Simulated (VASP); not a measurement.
# CaSeN4 in VASP: single point with PBE

Aim: the single point of CaSeN4 with PBE.

Program: VASP 6.6.1. These are calculated values, not measurements. Logs are shortened: lines on timing, memory, paths and dates and some standing lists are left out, and cuts for length are marked.

### Step 1. The cell of the first run

The cell holds a disordered packing, 12 atoms: a = 5.446 Å, b = 5.862 Å, c = 7.605 Å, α = 77.44°, β = 98.46°, γ = 90.19°.

### Step 2. Single point, PBE

The input, POSCAR:

```
CaSeN4
1.0
    5.3480860000      0.5129260000     -0.8898050000
   -0.4560540000      5.7991610000      0.7213510000
    0.0494560000      0.7343520000      7.5694520000
Ca Se N
2 2 8
Direct
    0.7516820000      0.1542840000      0.9026690000
    0.1870900000      0.0857930000      0.5751690000
    0.0545870000      0.6525010000      0.9111830000
    0.9343850000      0.7570100000      0.2901700000
    0.6695660000      0.9316620000      0.4901460000
    0.4122890000      0.7503210000      0.3176010000
    0.5826560000      0.4394980000      0.5191160000
    0.4317450000      0.3325090000      0.2619570000
    0.9932930000      0.3623560000      0.2055690000
    0.5650990000      0.6793190000      0.0518540000
    0.2852310000      0.1162830000      0.0680530000
    0.5475950000      0.6401030000      0.7364840000
```

The input, INCAR.step1:

```
SYSTEM = CaSeN4
ALGO = Normal
EDIFF = 1E-7
ENCUT = 520
GGA = PE
ISIF = 2
ISMEAR = -1
LASPH = .True.
LCHARG = .True.
LREAL = .False.
LWAVE = .False.
NBANDS = 48
NELM = 60
PREC = Accurate
SIGMA = 0.1
```

The input, KPOINTS.step1:

```
Automatic mesh
0
Gamma
  4 3 3
  0 0.5 0
```

The input, INCAR.step2:

```
SYSTEM = CaSeN4
ALGO = Normal
EDIFF = 1E-7
ENCUT = 520
GGA = PE
ICHARG = 11
ISIF = 2
ISMEAR = -5
LASPH = .True.
LCHARG = .False.
LORBIT = 10
LREAL = .False.
LWAVE = .False.
NBANDS = 48
NEDOS = 1001
NELM = 60
PREC = Accurate
SIGMA = 0.1
```

The input, KPOINTS.step2:

```
k-points
0
Gamma
  6 5 5
  0 0 0
```

Potentials or basis: VASP PAW PBE potentials, release 64 (Ca_sv, Se, N).

On the command line:

```console
cat potpaw_PBE.64/Ca_sv/POTCAR potpaw_PBE.64/Se/POTCAR potpaw_PBE.64/N/POTCAR > POTCAR
cp INCAR.step1 INCAR
cp KPOINTS.step1 KPOINTS
mpirun -np 1 vasp_std > vasp.out
cp INCAR.step2 INCAR
cp KPOINTS.step2 KPOINTS
mpirun -np 1 vasp_std > vasp.out
```

OUTCAR:

```text
SYSTEM = CaSeN4
   EDIFF = 1E-7
   ENCUT = 520
   GGA = PE
   ICHARG = 11
   ISIF = 2
   ISMEAR = -5
   LASPH = .True.
   LORBIT = 10
   LREAL = .False.
   NELM = 60
   PREC = Accurate

 ion  position               nearest neighbor table
   1  0.752  0.154  0.903-
   2  0.187  0.086  0.575-
   3  0.055  0.653  0.911-
   4  0.934  0.757  0.290-
   5  0.670  0.932  0.490-
   6  0.412  0.750  0.318-
   7  0.583  0.439  0.519-
   8  0.432  0.333  0.262-
   9  0.993  0.362  0.206-
  10  0.565  0.679  0.052-
  11  0.285  0.116  0.068-
  12  0.548  0.640  0.736-

  LATTYP: Found a triclinic cell.
 ALAT       =     7.6051510397
 B/A-ratio  =     0.7707435363
 C/A-ratio  =     0.7160689003
 COS(alpha) =     0.0033312343
 COS(beta)  =     0.1471445847
 COS(gamma) =     0.2175106788

  Lattice vectors:

 A1 = (   0.0494560000,   0.7343520000,   7.5694520000)
 A2 = (  -0.4560540000,   5.7991610000,   0.7213510000)
 A3 = (  -5.3480860000,  -0.5129260000,   0.8898050000)

Analysis of symmetry for initial positions (statically):
=====================================================================
 Subroutine PRICEL returns:
 Original cell was already a primitive cell.

 Routine SETGRP: Setting up the symmetry group for a
 triclinic supercell.

 Subroutine GETGRP returns: Found  1 space group operations
 (whereof  1 operations were pure point group operations)
 out of a pool of  2 trial point group operations.

The static configuration has the point symmetry C_1 .

Analysis of symmetry for dynamics (positions and initial velocities):
=====================================================================
 Subroutine PRICEL returns:
 Original cell was already a primitive cell.

 Routine SETGRP: Setting up the symmetry group for a
 triclinic supercell.

 Subroutine GETGRP returns: Found  1 space group operations
 (whereof  1 operations were pure point group operations)
 out of a pool of  2 trial point group operations.

The dynamic configuration has the point symmetry C_1 .

 Subroutine INISYM returns: Found  1 space group operations
 (whereof  1 operations are pure point group operations),
 and found     1 'primitive' translations

----------------------------------------------------------------------------------------

                                     Primitive cell

  volume of cell :     234.2712

  direct lattice vectors                    reciprocal lattice vectors
     5.348086000  0.512926000 -0.889805000     0.185113397  0.014887675 -0.002653793
    -0.456054000  5.799161000  0.721351000    -0.019362167  0.172987885 -0.016655951
     0.049456000  0.734352000  7.569452000     0.023605638 -0.014735262  0.133385274

  length of vectors
     5.445812142  5.861621006  7.605151040     0.185730060  0.174863153  0.136257056

  position of ions in fractional coordinates (direct lattice)
     0.751682000  0.154284000  0.902669000
     0.187090000  0.085793000  0.575169000
     0.054587000  0.652501000  0.911183000
     0.934385000  0.757010000  0.290170000
     0.669566000  0.931662000  0.490146000
     0.412289000  0.750321000  0.317601000
     0.582656000  0.439498000  0.519116000
     0.431745000  0.332509000  0.261957000
     0.993293000  0.362356000  0.205569000
     0.565099000  0.679319000  0.051854000
     0.285231000  0.116283000  0.068053000
     0.547595000  0.640103000  0.736484000

  ion indices of the primitive-cell ions
   primitive index   ion index
                 1           1
                 2           2
                 3           3
                 4           4
                 5           5
                 6           6
                 7           7
                 8           8
                 9           9
                10          10
                11          11
                12          12

----------------------------------------------------------------------------------------

 KPOINTS: k-points

Automatic generation of k-mesh.
 Grid dimensions read from file:
 generate k-points for:    6    5    5

 Generating k-lattice:

  Cartesian coordinates                     Fractional coordinates (reciprocal lattice)
     0.030852233  0.002481279 -0.000442299     0.166666667  0.000000000  0.000000000
    -0.003872433  0.034597577 -0.003331190    -0.000000000  0.200000000  0.000000000
     0.004721128 -0.002947052  0.026677055    -0.000000000  0.000000000  0.200000000

  Length of vectors
     0.030955010  0.034972631  0.027251411

  Shift w.r.t. Gamma in fractional coordinates (k-lattice)
     0.000000000  0.000000000  0.000000000

 TETIRR: Found    448 inequivalent tetrahedra from      900

 Subroutine IBZKPT returns following result:
 ===========================================

 Found     76 irreducible k-points:

 Following reciprocal coordinates:
            Coordinates               Weight
  0.000000  0.000000  0.000000      1.000000
  0.166667 -0.000000  0.000000      2.000000
  0.333333 -0.000000 -0.000000      2.000000
  0.500000 -0.000000 -0.000000      1.000000
 -0.000000  0.200000  0.000000      2.000000
  0.166667  0.200000  0.000000      2.000000
[... 16 lines left out ...]
 -0.000000  0.200000  0.200000      2.000000
  0.166667  0.200000  0.200000      2.000000
 [... further k-points ...]
   k-points           NKPTS =     76   k-points in BZ     NKDIM =     76   number of bands    NBANDS=     48
   number of dos      NEDOS =   1001   number of ions     NIONS =     12
   total plane-waves  NPLWV = 120960
   dimension x,y,z NGX =    42 NGY =   48 NGZ =   60
   dimension x,y,z NGXF=    84 NGYF=   96 NGZF=  120
   ions per type =               2   2   8
   NGX,Y,Z   is equivalent  to a cutoff of  12.82, 13.61, 13.12 a.u.
   NGXF,Y,Z  is equivalent  to a cutoff of  25.64, 27.23, 26.23 a.u.
 SYSTEM =  CaSeN4
   PREC   = accura    normal or accurate (medium, high low for compatibility)
   ISTART =      0    job   : 0-new  1-cont  2-samecut
   ICHARG =     11    charge: 1-file 2-atom 10-const
   ISPIN  =      1    spin polarized calculation?
   LNONCOLLINEAR =      F non collinear calculations
   LSORBIT =      F    spin-orbit coupling
   LASPH  =      T    aspherical Exc in radial PAW
   ENCUT  =  520.0 eV  38.22 Ry    6.18 a.u.  10.13 10.90 14.14*2*pi/ulx,y,z
   NELM   =     60;   NELMIN=  2; NELMDL=  0     # of ELM steps
   EDIFF  = 0.1E-06   stopping-criterion for ELM
   LREAL  =      F    real-space projection
   EDIFFG = 0.1E-05   stopping-criterion for IOM
   NSW    =      0    number of steps for IOM
   IBRION =     -1    ionic relax: 0-MD 1-quasi-New 2-CG
   NFREE  =      0    steps in history (QN), initial steepest desc. (CG)
   ISIF   =      2    stress and relaxation
   ISYM   =      2    0-nonsym 1-usesym 2-fastsym
   POTIM  = 0.5000    time-step for ionic-motion
   TEBEG  =    0.0;   TEEND  =   0.0 temperature during run
   PSTRESS=    0.0 pullay stress
   NELECT =      72.0000    total number of electrons
   NUPDOWN=      -1.0000    fix difference up-down
   EMIN   =  10.00;   EMAX   =-10.00  energy-range for DOS
   EFERMI =   0.00;   METHOD = LEGACY
   ISMEAR =    -5;   SIGMA  =   0.10  broadening in eV -4-tet -1-fermi 0-gaus
   EFERMI_NEDOS =   21; number of points for ismear=-14 and -15
   IALGO  =     38    algorithm
   IMIX   =      4    mixing-type and parameters
     AMIX     =   0.40;   BMIX     =  1.00
     AMIX_MAG =   1.60;   BMIX_MAG =  1.00
  volume/ion in A,a.u.               =      19.52       131.75
  Fermi-wavevector in a.u.,A,eV,Ry     =   1.104789  2.087748 16.606709  1.220559
  Thomas-Fermi vector in A             =   2.241267
   LORBIT       =     10    0 simple, 1 ext, 2 COOP (PROOUT), +10 PAW based schemes
   GGA     = PE    functional components
   LHFCALC =     F    Hartree Fock is set to
   AEXX    =    0.0000 exact exchange contribution
   IVDW    =     0    specifies the selected vdW correction
   LEPSILON=     F    determine dielectric tensor
   LRPA    =     F    only Hartree local field effects (RPA)
 non-spin polarized calculation
 Fermi weights with tetrahedron method with Bloechl corrections
  energy-cutoff  :      520.00
  volume of cell :      234.27
 maximum number of plane-waves:      6330
 NGX is ok and might be reduce to    42

 number of electron      72.0000002 magnetization

 Free energy of the ion-electron system (eV)
  ---------------------------------------------------
  ext. energy  EPLUGINS =         0.00000000
  ---------------------------------------------------
  free energy    TOTEN  =       -47.08294014 eV

  energy without entropy =      -47.08294014  energy(sigma->0) =      -47.08294014

 E-fermi :   1.0829     XC(G=0):  -8.8344

 val. band max:        1.1023293519   @ k =   0.0000  -0.2000   0.2000
 cond. band min:       1.0614861691   @ k =   0.5000  -0.2000   0.2000
 fundamental gap:     -0.0408431828
 Fermi energy:         1.0829290736

 k-point     1 :       0.0000    0.0000    0.0000
  band No.  band energies     occupation
      1     -40.7982      2.00000
      2     -40.3541      2.00000
      3     -21.8088      2.00000
      4     -21.7377      2.00000
      5     -21.6775      2.00000
      6     -21.3504      2.00000
[... 40 lines left out ...]
     47       3.3110      0.00000
     48       3.5876      0.00000

 k-point     2 :       0.1667   -0.0000    0.0000
  band No.  band energies     occupation
      1     -40.7982      2.00000
      2     -40.3541      2.00000
      3     -21.8088      2.00000
      4     -21.7383      2.00000
      5     -21.6778      2.00000
      6     -21.3502      2.00000
[... 40 lines left out ...]
     47       3.0470      0.00000
     48       3.6582      0.00000

 k-point     3 :       0.3333   -0.0000   -0.0000
  band No.  band energies     occupation
      1     -40.7982      2.00000
      2     -40.3541      2.00000
      3     -21.8089      2.00000
      4     -21.7395      2.00000
      5     -21.6783      2.00000
      6     -21.3499      2.00000
[... 40 lines left out ...]
     47       2.8917      0.00000
     48       3.6042      0.00000

 k-point     4 :       0.5000   -0.0000   -0.0000
  band No.  band energies     occupation
      1     -40.7981      2.00000
      2     -40.3541      2.00000
      3     -21.8089      2.00000
      4     -21.7401      2.00000
      5     -21.6786      2.00000
      6     -21.3497      2.00000
[... 958 lines left out ...]
     47       3.0396      0.00000
     48       3.5960      0.00000

 k-point    23 :      -0.0000    0.2000    0.2000
  band No.  band energies     occupation
      1     -40.7982      2.00000
      2     -40.3541      2.00000
      3     -21.8088      2.00000
      4     -21.7377      2.00000
      5     -21.6775      2.00000
      6     -21.3505      2.00000
[... 40 lines left out ...]
     47       3.3320      0.00000
     48       3.5514      0.00000

 k-point    24 :       0.1667    0.2000    0.2000
  band No.  band energies     occupation
      1     -40.7982      2.00000
      2     -40.3541      2.00000
      3     -21.8088      2.00000
      4     -21.7382      2.00000
      5     -21.6779      2.00000
      6     -21.3503      2.00000
[... 40 lines left out ...]
     47       3.1626      0.00000
     48       3.6248      0.00000

 [... further k-points ...]
[... 5 lines left out ...]
  --------------------------------------------------------------------------------------
  -------------------------------------------------------------------------------------
  Total      -28.4379660    -26.4339859    -29.7223399     -1.1667290     -1.5281309     -2.0279675
  in kB     -194.4868018   -180.7816135   -203.2706143     -7.9792414    -10.4508629    -13.8692379
  external PRESSURE =    -192.8463432 kB  Pullay stress =       0.0000000 kB

 VOLUME and BASIS-vectors are now :
 -----------------------------------------------------------------------------
  energy-cutoff  :      520.00
  volume of cell :      234.27
      direct lattice vectors                 reciprocal lattice vectors
     5.348086000  0.512926000 -0.889805000     0.185113397  0.014887675 -0.002653793
    -0.456054000  5.799161000  0.721351000    -0.019362167  0.172987885 -0.016655951
     0.049456000  0.734352000  7.569452000     0.023605638 -0.014735262  0.133385274

 POSITION                                       TOTAL-FORCE (eV/Angst)
 -----------------------------------------------------------------------------------
      3.99434      1.94315      6.27515        -0.144529      0.452570      1.276143
      0.98989      1.01587      4.24913         0.530703     -0.025557     -1.540395
      0.03942      4.48109      7.31927         0.221525     -0.259844      0.486813
      4.66628      5.08238      1.91108        -0.256646     -0.842745     -0.077430
      3.18025      6.10624      3.78641        -0.918869     -1.661540     -0.610158
      1.87848      4.79594      2.57845         1.326426      0.160188      1.025505
      2.94133      3.22879      3.72801        -1.442656      0.617869      0.246992
      2.17032      2.34210      1.83856        -1.844687     -0.802538     -1.218932
      5.15713      2.76181      0.93359         1.929755      1.215881     -0.681098
      2.71496      4.26741      0.37971        -0.646552     -0.047454      0.923434
      1.47577      0.87062      0.34520         0.442181      0.917746      1.527882
      2.67309      4.53377      5.54927         0.803349      0.275425     -1.358756
 -----------------------------------------------------------------------------------
    total drift:                               -0.007680      0.002830     -0.004162

  FREE ENERGIE OF THE ION-ELECTRON SYSTEM (eV)
  ---------------------------------------------------
  free  energy   TOTEN  =       -47.0829401411 eV

  energy  without entropy=      -47.0829401411  energy(sigma->0) =      -47.08294014

 total charge

# of ion       s       p       d       tot
------------------------------------------
    1        2.018   5.826   0.153   7.996
    2        2.021   5.824   0.138   7.982
    3        1.517   2.020   0.020   3.557
    4        1.541   1.928   0.032   3.501
    5        1.362   1.920   0.000   3.283
    6        1.402   1.818   0.000   3.220
    7        1.361   1.944   0.000   3.306
    8        1.398   1.795   0.000   3.193
    9        1.368   1.901   0.000   3.270
   10        1.385   1.874   0.000   3.259
   11        1.354   1.938   0.000   3.293
   12        1.371   1.910   0.000   3.281
--------------------------------------------------
tot         18.099  30.699   0.343  49.140
```

Wall time 25 min (1 thread of Intel Xeon Platinum 8259CL at 2.50GHz (Skylake/Cascade Lake), shared host); peak memory 0.8 GiB.

Results:

| Item | Value |
| --- | --- |
| Valence electrons inside the program's atomic spheres | Ca 8.00, 7.98; Se 3.56, 3.50; N 3.28, 3.22, 3.31, 3.19, 3.27, 3.26, 3.29 (each value once) |

Caveat: the k points lie up to 0.37 Å⁻¹ apart.
